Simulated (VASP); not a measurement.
The system is MgI2.

```xyz
3
Lattice="4.1566 0.0000 0.0000 -2.0783 3.5998 0.0000 0.0000 0.0000 6.8756" Properties=species:S:1:pos:R:3 pbc="T T T"
Mg    0.0000    0.0000    0.0000
I     0.0000    2.3998    1.6678
I     2.0783    1.1999    5.2078
```

Base run:

```yaml
Program: VASP 6.6.1
Functional: r2SCAN
Potentials_or_basis: VASP PAW PBE potentials, release 64 (Mg, I)
Cutoff: 520 eV
k_mesh: 6 × 6 × 4
Occupations: gaussian, width 0.01 eV
Spin: no spin polarisation
```

Its results: band gap on the k mesh 4.10 eV (least direct gap 4.48 eV); pressure 0.5 GPa; largest force 0.044 eV/Å.

Question: The run is repeated on the same cell with these changes: functional from r2SCAN to LDA; potentials or basis from VASP PAW PBE potentials, release 64 (Mg, I) to VASP PAW LDA potentials, release 64 (Mg, I). What comes out?

Answer: Band gap on the k mesh 3.35 eV (least direct gap 3.42 eV); pressure -1.6 GPa; largest force 0.164 eV/Å.

Caveats: spin-orbit coupling is left out, which moves the levels of the heavy elements; the PAW data sets were made with another functional, which shifts forces and pressure a little (at least some runs).

A k mesh can miss the band edges.
